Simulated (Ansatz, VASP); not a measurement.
**ZnS in VASP and in Ansatz**

```
Zn S
1.0
     0.00000    2.63953    2.63953
     2.63953    0.00000    2.63953
     2.63953    2.63953    0.00000
Zn S
1 1
Direct
  0.25000 0.25000 0.25000
  0.00000 0.00000 0.00000
```

Alike in both runs: task single point; functional r2SCAN; k mesh 8 × 8 × 8; occupations gaussian, width 0.02 eV; no spin polarisation.

|  | VASP | Ansatz |
| --- | --- | --- |
| version | VASP 6.6.1 | Ansatz 0.2.0 |
| potentials or method | VASP PAW PBE potentials, release 64 (Zn, S), cutoff 520 eV | scalar-relativistic, plane waves, PAW |
| valence electrons in the cell | 18 | 18 |

VASP gave:

```
gap on the k mesh at the Fermi level (eV) : 3.01
least direct gap on the mesh (eV)         : 3.01
pressure (GPa)                            : 5.6
```

**Question.** Estimate Ansatz's values.

**Answer.** gap on the k mesh at the Fermi level (eV): 2.99; least direct gap on the mesh (eV): 2.99; pressure (GPa): 5.6.

VASP's potentials were made for PBE, not for r2SCAN. The functional is the same, so the differences come from potentials, cutoffs and numerics.
